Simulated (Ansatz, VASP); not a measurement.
**One calculation of SiO2, two programs**

```
Si O
1.0
     4.97270    0.00000    0.00000
     0.00000    4.97270    0.00000
     0.00000    0.00000    6.92570
Si O
4 8
Cartesian
  1.5191 1.5191 0.0000
  0.9672 4.0055 1.7314
  3.4536 3.4536 3.4628
  4.0055 0.9672 5.1943
  1.1758 0.5801 1.2824
  1.9063 3.6621 3.0138
  3.7969 4.3926 4.7452
  3.0664 1.3106 6.4766
  3.6621 1.9063 3.9119
  4.3926 3.7969 2.1805
  1.3106 3.0664 0.4491
  0.5801 1.1758 5.6433
```

Alike in both runs: task electric field gradients; functional r2SCAN; k mesh 6 × 6 × 5; occupations fermi-dirac, width 0.02 eV; no spin polarisation.

```csv
,VASP,Ansatz
version,VASP 6.6.1,Ansatz 0.2.0
potentials or method,"VASP PAW PBE potentials, release 64 (Si, O)","plane-wave PAW, scalar-relativistic"
plane-wave cutoff (eV),520,500
valence electrons in the cell,64,64
```

```csv
,VASP,Ansatz,Ansatz less VASP
gap on the k mesh at the Fermi level (eV),6.26,6.26,0.000
pressure (GPa),-3.3,-3.5,-0.19
"traceless stress, the component that is largest in VASP (GPa)",-0.50,-0.47,+0.027
rms of the force components (eV/Å),0.138,0.137,-0.0005
size of Vzz on the site where it differs most (V/Å²),88.7,93.3,+4.57
```

VASP's potentials were made for PBE, not for r2SCAN. Atom by atom the forces differ by 0.009 eV/Å (rms over components). With one functional, cell and mesh, what is left measures potentials, basis and numerics.
